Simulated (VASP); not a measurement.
Runs of VASP 6.6.1 on Au. The structure is that of space group Im-3m (No. 229), or close to it. The cells are those of the table. 

```tsv
cell	gap on the mesh (eV)	pressure (GPa)
a = 2.828 Å, angles 110.7, 110.7, 107.0°, 1 atom	none	2.1
a = 2.813 Å, angles 110.3, 110.3, 107.8°, 1 atom	none	(a)
a = 2.842 Å, angles 108.7, 108.7, 111.1°, 1 atom	none	-0.4
a = 2.843 Å, angles 111.1, 111.1, 106.2°, 1 atom	none	-0.2
a = 2.799 Å, angles 109.9, 109.9, 108.6°, 1 atom	none	(b)
```

Alike in all rows: task single point; level r2SCAN; potentials or basis VASP PAW PBE potentials, release 64 (Au); no spin polarisation; k mesh 20 × 20 × 20; cutoff (eV) 520; smearing gaussian 0.15 eV.

**Question.** Estimate the missing entries.

**Answer.** (a) 4.6; (b) 7.4.

Caveats: the PAW data sets were made with another functional, which shifts forces and pressure a little; spin-orbit coupling is left out, which moves the levels of the heavy elements; the cell stands under pressure (at least some runs).

A k mesh can miss the band edges, and the runs leave out spin-orbit coupling on Au.

A gap of «none» marks levels without a gap at the run's occupations.
